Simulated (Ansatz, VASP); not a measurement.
## Mo in VASP and in Ansatz

INCAR

```
PREC = Accurate
ENCUT = 520
EDIFF = 1E-7
ISMEAR = 1
SIGMA = 0.1
LREAL = False
LASPH = True
NELM = 60
ALGO = Normal
ISIF = 2
LWAVE = False
LCHARG = False
GGA = PS
NBANDS = 13
```

KPOINTS

```
regular mesh
0
Gamma
  12 12 11
```

POSCAR

```
Mo
1.0
    2.6985391166      0.0000000000      0.0000000000
   -1.3492695583      2.3370032778      0.0000000000
    0.0000000000      0.0000000000      2.5206472937
Mo
1
Direct
    0.0000000000      0.0000000000      0.5000000000
```

Input for Ansatz:

```yaml
crystal:
  lattice:
    - [2.698539116580698, 0.0, 0.0]
    - [-1.349269558290349, 2.3370032778169776, 0.0]
    - [0.0, 0.0, 2.520647293719922]
  atoms:
    - { symbol: Mo, position: [0.0, 0.0, 0.5] }
basis:
  ecutwfc: 500.0
kpoints:
  mp_grid:
    grid: [12, 12, 11]
hamiltonian:
  xc: pbesol
scf:
  occupations:
    method: methfessel_paxton
    width: 0.1
output:
  stress: true
```

Alike in both runs: task single point; functional PBEsol; k mesh 12 × 12 × 11; occupations methfessel-paxton of order 1, width 0.1 eV; no spin polarisation.

|  | VASP | Ansatz |
| --- | --- | --- |
| version | VASP 6.6.1 | Ansatz 0.2.0 |
| potentials or method | VASP PAW PBE potentials, release 64 (Mo_sv), cutoff 520 eV | plane waves, PAW |
| valence electrons in the cell | 14 | 14 |

|  | VASP | Ansatz | Ansatz less VASP |
| --- | --- | --- | --- |
| pressure (GPa) | 5.1 | 4.5 | -0.62 |
| traceless stress, the component that is largest in VASP (GPa) | -7.64 | -7.77 | -0.130 |

VASP's potentials were made for PBE, not for PBEsol. The functional is the same, so the differences come from potentials, cutoffs and numerics.
